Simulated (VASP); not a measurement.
# SrO (P6_3mc) in VASP: notebook

SrO is run at these levels: LDA; tasks: single point.

Everything below comes from runs of VASP 6.6.1. Logs are shortened: lines on timing, memory, paths and dates and some standing lists are left out, and cuts for length are marked.

## (1) The cell of the first run

It takes space group P6_3mc (No. 186, hexagonal). The conventional cell has a = 4.311 Å, b = 4.311 Å, c = 5.198 Å, α = 90.00°, β = 90.00°, γ = 120.00°. Within 3.3 Å of Sr (site symmetry 3m) lie 5 O at 2.49 to 2.61 Å. Within 3.3 Å of O (site symmetry 3m) lie 5 Sr at 2.49 to 2.61 Å.

## (2) Single point, LDA

INCAR

```
SYSTEM = SrO
PREC = Accurate ; ENCUT = 520
EDIFF = 1E-7 ; ISMEAR = -1
SIGMA = 0.01 ; LREAL = .False.
LASPH = .True. ; NELM = 80
ALGO = Normal ; ISIF = 2
LWAVE = .False. ; LCHARG = .False.
NBANDS = 24
```

KPOINTS

```
Automatic mesh
0
Gamma
  5 5 4
  0 0 0
```

POSCAR

```
SrO
1.0
    4.3108020322      0.0000000000      0.0000000000
   -2.1554010161      3.7332639002      0.0000000000
    0.0000000000      0.0000000000      5.1982051555
Sr O
2 2
Direct
    0.3333333333      0.6666666667      0.9381280000
    0.6666666667      0.3333333333      0.4381280000
    0.3333333333      0.6666666667      0.4368720000
    0.6666666667      0.3333333333      0.9368720000
```

Potentials or basis: VASP PAW LDA potentials, release 64 (Sr_sv, O).

The run is started by

```sh
$ cat potpaw_LDA.64/Sr_sv/POTCAR potpaw_LDA.64/O/POTCAR > POTCAR
$ mpirun -np 1 vasp_std > vasp.out
```

OUTCAR:

```text
SYSTEM = SrO
   PREC = Accurate
   ENCUT = 520
   EDIFF = 1E-7
   ISMEAR = -1
   LREAL = .False.
   LASPH = .True.
   NELM = 80
   ISIF = 2

 ion  position               nearest neighbor table
   1  0.333  0.667  0.938-   4 2.49   4 2.49   4 2.49   3 2.59   3 2.61   2 3.60   2 3.60   2 3.60
                             2 3.60   2 3.60   2 3.60
   2  0.667  0.333  0.438-   3 2.49   3 2.49   3 2.49   4 2.59   4 2.61   1 3.60   1 3.60   1 3.60
                             1 3.60   1 3.60   1 3.60
   3  0.333  0.667  0.437-   2 2.49   2 2.49   2 2.49   1 2.59   1 2.61
   4  0.667  0.333  0.937-   1 2.49   1 2.49   1 2.49   2 2.59   2 2.61

  LATTYP: Found a hexagonal cell.
 ALAT       =     4.3108020322
 C/A-ratio  =     1.2058556892

  Lattice vectors:

 A1 = (   4.3108020322,   0.0000000000,   0.0000000000)
 A2 = (  -2.1554010161,   3.7332639002,   0.0000000000)
 A3 = (   0.0000000000,   0.0000000000,   5.1982051555)

Analysis of symmetry for initial positions (statically):
=====================================================================
 Subroutine PRICEL returns:
 Original cell was already a primitive cell.

 Routine SETGRP: Setting up the symmetry group for a
 hexagonal supercell.

 Subroutine GETGRP returns: Found 12 space group operations
 (whereof  6 operations were pure point group operations)
 out of a pool of 24 trial point group operations.

The static configuration has the point symmetry C_3v.
 The point group associated with its full space group is C_6v.

Analysis of symmetry for dynamics (positions and initial velocities):
=====================================================================
 Subroutine PRICEL returns:
 Original cell was already a primitive cell.

 Routine SETGRP: Setting up the symmetry group for a
 hexagonal supercell.

 Subroutine GETGRP returns: Found 12 space group operations
 (whereof  6 operations were pure point group operations)
 out of a pool of 24 trial point group operations.

The dynamic configuration has the point symmetry C_3v.
 The point group associated with its full space group is C_6v.

 Subroutine INISYM returns: Found 12 space group operations
 (whereof  6 operations are pure point group operations),
 and found     1 'primitive' translations

----------------------------------------------------------------------------------------

                                     Primitive cell

  volume of cell :      83.6566

  direct lattice vectors                    reciprocal lattice vectors
     4.310802032  0.000000000  0.000000000     0.231975394  0.133931062  0.000000000
    -2.155401016  3.733263900  0.000000000     0.000000000  0.267862125  0.000000000
     0.000000000  0.000000000  5.198205156     0.000000000  0.000000000  0.192374093

  length of vectors
     4.310802032  4.310801885  5.198205156     0.267862115  0.267862125  0.192374093

  position of ions in fractional coordinates (direct lattice)
     0.333333333  0.666666667  0.938128000
     0.666666667  0.333333333  0.438128000
     0.333333333  0.666666667  0.436872000
     0.666666667  0.333333333  0.936872000

  ion indices of the primitive-cell ions
   primitive index   ion index
                 1           1
                 2           2
                 3           3
                 4           4

----------------------------------------------------------------------------------------

 KPOINTS: Automatic mesh

Automatic generation of k-mesh.
 Grid dimensions read from file:
 generate k-points for:    5    5    4

 Generating k-lattice:

  Cartesian coordinates                     Fractional coordinates (reciprocal lattice)
     0.046395079  0.026786212  0.000000000     0.200000000  0.000000000  0.000000000
     0.000000000  0.053572425  0.000000000     0.000000000  0.200000000  0.000000000
     0.000000000  0.000000000  0.048093523     0.000000000  0.000000000  0.250000000

  Length of vectors
     0.053572423  0.053572425  0.048093523

  Shift w.r.t. Gamma in fractional coordinates (k-lattice)
     0.000000000  0.000000000  0.000000000

 Subroutine IBZKPT returns following result:
 ===========================================

 Found     15 irreducible k-points:

 Following reciprocal coordinates:
            Coordinates               Weight
  0.000000  0.000000  0.000000      1.000000
  0.200000 -0.000000  0.000000      6.000000
  0.400000 -0.000000  0.000000      6.000000
  0.200000  0.200000  0.000000      6.000000
  0.400000  0.200000  0.000000      6.000000
  0.000000  0.000000  0.250000      2.000000
  0.200000 -0.000000  0.250000     12.000000
  0.400000 -0.000000  0.250000     12.000000
  0.200000  0.200000  0.250000     12.000000
  0.400000  0.200000  0.250000     12.000000
  0.000000  0.000000  0.500000      1.000000
  0.200000 -0.000000  0.500000      6.000000
  0.400000 -0.000000  0.500000      6.000000
  0.200000  0.200000  0.500000      6.000000
  0.400000  0.200000  0.500000      6.000000
   k-points           NKPTS =     15   k-points in BZ     NKDIM =     15   number of bands    NBANDS=     24
   number of dos      NEDOS =    301   number of ions     NIONS =      4
   total plane-waves  NPLWV =  40960
   dimension x,y,z NGX =    32 NGY =   32 NGZ =   40
   dimension x,y,z NGXF=    64 NGYF=   64 NGZF=   80
   ions per type =               2   2
   NGX,Y,Z   is equivalent  to a cutoff of  12.34, 12.34, 12.79 a.u.
   NGXF,Y,Z  is equivalent  to a cutoff of  24.68, 24.68, 25.59 a.u.
 SYSTEM =  SrO
   PREC   = accura    normal or accurate (medium, high low for compatibility)
   ISTART =      0    job   : 0-new  1-cont  2-samecut
   ICHARG =      2    charge: 1-file 2-atom 10-const
   ISPIN  =      1    spin polarized calculation?
   LNONCOLLINEAR =      F non collinear calculations
   LSORBIT =      F    spin-orbit coupling
   LASPH  =      T    aspherical Exc in radial PAW
   ENCUT  =  520.0 eV  38.22 Ry    6.18 a.u.   8.02  8.02  9.67*2*pi/ulx,y,z
   NELM   =     80;   NELMIN=  2; NELMDL= -5     # of ELM steps
   EDIFF  = 0.1E-06   stopping-criterion for ELM
   LREAL  =      F    real-space projection
   EDIFFG = 0.1E-05   stopping-criterion for IOM
   NSW    =      0    number of steps for IOM
   IBRION =     -1    ionic relax: 0-MD 1-quasi-New 2-CG
   NFREE  =      0    steps in history (QN), initial steepest desc. (CG)
   ISIF   =      2    stress and relaxation
   ISYM   =      2    0-nonsym 1-usesym 2-fastsym
   POTIM  = 0.5000    time-step for ionic-motion
   TEBEG  =    0.0;   TEEND  =   0.0 temperature during run
   PSTRESS=    0.0 pullay stress
   NELECT =      32.0000    total number of electrons
   NUPDOWN=      -1.0000    fix difference up-down
   EMIN   =  10.00;   EMAX   =-10.00  energy-range for DOS
   EFERMI =   0.00;   METHOD = LEGACY
   ISMEAR =    -1;   SIGMA  =   0.01  broadening in eV -4-tet -1-fermi 0-gaus
   EFERMI_NEDOS =   21; number of points for ismear=-14 and -15
   IALGO  =     38    algorithm
   IMIX   =      4    mixing-type and parameters
     AMIX     =   0.40;   BMIX     =  1.00
     AMIX_MAG =   1.60;   BMIX_MAG =  1.00
  volume/ion in A,a.u.               =      20.91       141.14
  Fermi-wavevector in a.u.,A,eV,Ry     =   1.188388  2.245727 19.215032  1.412265
  Thomas-Fermi vector in A             =   2.324518
   LORBIT       =      0    0 simple, 1 ext, 2 COOP (PROOUT), +10 PAW based schemes
   GGA     = CA    functional components
   LHFCALC =     F    Hartree Fock is set to
   AEXX    =    0.0000 exact exchange contribution
   IVDW    =     0    specifies the selected vdW correction
   LEPSILON=     F    determine dielectric tensor
   LRPA    =     F    only Hartree local field effects (RPA)
 non-spin polarized calculation
  energy-cutoff  :      520.00
  volume of cell :       83.66
 maximum number of plane-waves:      2266
   NGX = 17   NGY = 17   NGZ = 19

 number of electron      32.0000002 magnetization

 Free energy of the ion-electron system (eV)
  ---------------------------------------------------
  ext. energy  EPLUGINS =         0.00000000
  ---------------------------------------------------
  free energy    TOTEN  =       -26.28731101 eV

  energy without entropy =      -26.28731101  energy(sigma->0) =      -26.28731101

 E-fermi :   0.5592     XC(G=0):  -9.3511

 val. band max:        0.3225917759   @ k =   0.0000   0.0000   0.0000
 cond. band min:       2.6973942376   @ k =   0.0000   0.0000   0.0000
 fundamental gap:      2.3748024616
 Fermi energy:         0.5592178310

 k-point     1 :       0.0000    0.0000    0.0000
  band No.  band energies     occupation
      1     -31.8916      2.00000
      2     -31.7365      2.00000
      3     -14.5111      2.00000
      4     -14.3434      2.00000
      5     -14.3233      2.00000
      6     -14.1259      2.00000
[... 16 lines left out ...]
     23       8.6220      0.00000
     24       8.9162      0.00000

 k-point     2 :       0.2000   -0.0000    0.0000
  band No.  band energies     occupation
      1     -31.8731      2.00000
      2     -31.7439      2.00000
      3     -14.9993      2.00000
      4     -14.9092      2.00000
      5     -14.4338      2.00000
      6     -14.1737      2.00000
[... 16 lines left out ...]
     23       8.5137      0.00000
     24       8.6811      0.00000

 k-point     3 :       0.4000   -0.0000    0.0000
  band No.  band energies     occupation
      1     -31.8339      2.00000
      2     -31.7652      2.00000
      3     -15.4542      2.00000
      4     -15.3594      2.00000
      5     -14.2613      2.00000
      6     -14.2429      2.00000
[... 16 lines left out ...]
     23       8.6558      0.00000
     24       8.7907      0.00000
[... 271 lines left out ...]
 k-point    14 :       0.2000    0.2000    0.5000
  band No.  band energies     occupation
      1     -31.8000      2.00000
      2     -31.8000      2.00000
      3     -15.7398      2.00000
      4     -15.7398      2.00000
      5     -14.0688      2.00000
      6     -14.0688      2.00000
[... 16 lines left out ...]
     23       8.4523      0.00000
     24       8.4523      0.00000

 k-point    15 :       0.4000    0.2000    0.5000
  band No.  band energies     occupation
      1     -31.7952      2.00000
      2     -31.7952      2.00000
      3     -15.8799      2.00000
      4     -15.8799      2.00000
      5     -14.1156      2.00000
      6     -14.1156      2.00000
[... 16 lines left out ...]
     23       9.2948      0.00000
     24       9.2948      0.00000

------------------------ aborting loop because EDIFF is reached ----------------------------------------

  FORCE on cell =-STRESS in cart. coord.  units (eV):
  Direction    XX          YY          ZZ          XY          YZ          ZX
  --------------------------------------------------------------------------------------
  -------------------------------------------------------------------------------------
  Total       -2.7460149     -2.7460146     -3.0940597      0.0000000      0.0000000      0.0000000
  in kB      -52.5912247    -52.5912199    -59.2569208      0.0000000      0.0000000      0.0000000
  external PRESSURE =     -54.8131218 kB  Pullay stress =       0.0000000 kB

 VOLUME and BASIS-vectors are now :
 -----------------------------------------------------------------------------
  energy-cutoff  :      520.00
  volume of cell :       83.66
      direct lattice vectors                 reciprocal lattice vectors
     4.310802032  0.000000000  0.000000000     0.231975394  0.133931062  0.000000000
    -2.155401016  3.733263900  0.000000000     0.000000000  0.267862125  0.000000000
     0.000000000  0.000000000  5.198205156     0.000000000  0.000000000  0.192374093

 POSITION                                       TOTAL-FORCE (eV/Angst)
 -----------------------------------------------------------------------------------
     -0.00000      2.48884      4.87658        -0.000000     -0.000000     -0.009504
      2.15540      1.24442      2.27748         0.000000     -0.000000     -0.009504
     -0.00000      2.48884      2.27095         0.000000     -0.000000      0.009504
      2.15540      1.24442      4.87005        -0.000000      0.000000      0.009504
 -----------------------------------------------------------------------------------
    total drift:                               -0.000000      0.000000      0.000157

  FREE ENERGIE OF THE ION-ELECTRON SYSTEM (eV)
  ---------------------------------------------------
  free  energy   TOTEN  =       -26.2873110085 eV

  energy  without entropy=      -26.2873110085  energy(sigma->0) =      -26.28731101
```

Wall time 53 s (1 thread of AMD EPYC 7R43 (Zen 3), shared host); peak memory 0.14 GiB.

Results:

| Property | Result |
| --- | --- |
| Free energy | -26.2873 eV |
| Pressure | -5.5 GPa |
| Largest force | 0.010 eV/Å |
| Band gap on the k mesh | 2.37 eV, direct |

Forces on the atoms (eV/Å):
```
Sr   0.000  0.000 -0.010
Sr   0.000  0.000 -0.010
O    0.000  0.000  0.010
O    0.000  0.000  0.010
```

Stress tensor (GPa, compression positive):
```
-5.26  0.00  0.00
 0.00 -5.26  0.00
 0.00  0.00 -5.93
```

Levels at points of the mesh, in eV from the valence-band top:
| k point | band 14 | band 15 | band 16 | band 17 | band 18 | band 19 |
| --- | --- | --- | --- | --- | --- | --- |
| (0.00, 0.00, 0.00) | -0.88 | -0.37 | 0.00 | 2.37 | 5.94 | 5.94 |
| (0.00, 0.00, 0.50) | -1.07 | -1.07 | -1.07 | 4.08 | 4.08 | 7.64 |

As with any semilocal functional, this LDA gap is likely too small.

## (3) Single point, LDA

This run uses another cell than the first one, of 21.42 Å³/atom, 1.024 times its volume.

INCAR

```
SYSTEM = SrO
  PREC = Accurate
  ENCUT = 520
  EDIFF = 1E-6
  ISMEAR = -1
  SIGMA = 0.01
  LREAL = .FALSE.
  LASPH = .TRUE.
  NELM = 100
  ALGO = Normal
  ISIF = 2
  LWAVE = .FALSE.
  LCHARG = .TRUE.
  LELF = .TRUE.
  LVHAR = .TRUE.
  NBANDS = 24
```

KPOINTS

```
Automatic mesh
0
G
  5 5 4
  0 0 0
```

POSCAR

```
SrO
1.0
    4.3455680661      0.0000000000      0.0000000000
   -2.1727840330      3.7633721673      0.0000000000
    0.0000000000      0.0000000000      5.2401279752
Sr O
2 2
Direct
    0.3333333333      0.6666666667      0.9381280000
    0.6666666667      0.3333333333      0.4381280000
    0.3333333333      0.6666666667      0.4368720000
    0.6666666667      0.3333333333      0.9368720000
```

Potentials or basis: VASP PAW LDA potentials, release 64 (Sr_sv, O).

The run is started by

```sh
$ cat potpaw_LDA.64/Sr_sv/POTCAR potpaw_LDA.64/O/POTCAR > POTCAR
$ mpirun -np 1 vasp_std > vasp.out
```

Run time: 37 s. Hardware: 1 thread of AMD EPYC 7R43 (Zen 3), shared host; peak memory 0.14 GiB.

It converged, with:

```
Free energy            : -26.2100 eV
Pressure               : -6.8 GPa
Largest force          : 0.008 eV/Å
Band gap on the k mesh : 2.30 eV, direct
```

Forces in eV/Å, atoms in the order of the input:
```
Sr   0.000  0.000 -0.008
Sr   0.000  0.000 -0.008
O    0.000  0.000  0.008
O    0.000  0.000  0.008
```

Stress tensor (GPa, compression positive):
```
-6.57  0.00  0.00
 0.00 -6.57  0.00
 0.00  0.00 -7.36
```

Levels at points of the mesh, in eV from the valence-band top:
```csv
k point,band 12,band 13,band 14,band 15,band 16,band 17,band 18,band 19,band 20,band 21
"(0.00, 0.00, 0.00)",-0.98,-0.86,-0.86,-0.41,0.00,2.30,5.88,5.88,6.75,7.73
"(0.00, 0.00, 0.50)",-1.23,-1.03,-1.03,-1.03,-1.03,4.00,4.00,7.52,7.52,7.52
```

Expect the measured gap to be larger: semilocal functionals such as LDA lack the derivative discontinuity.
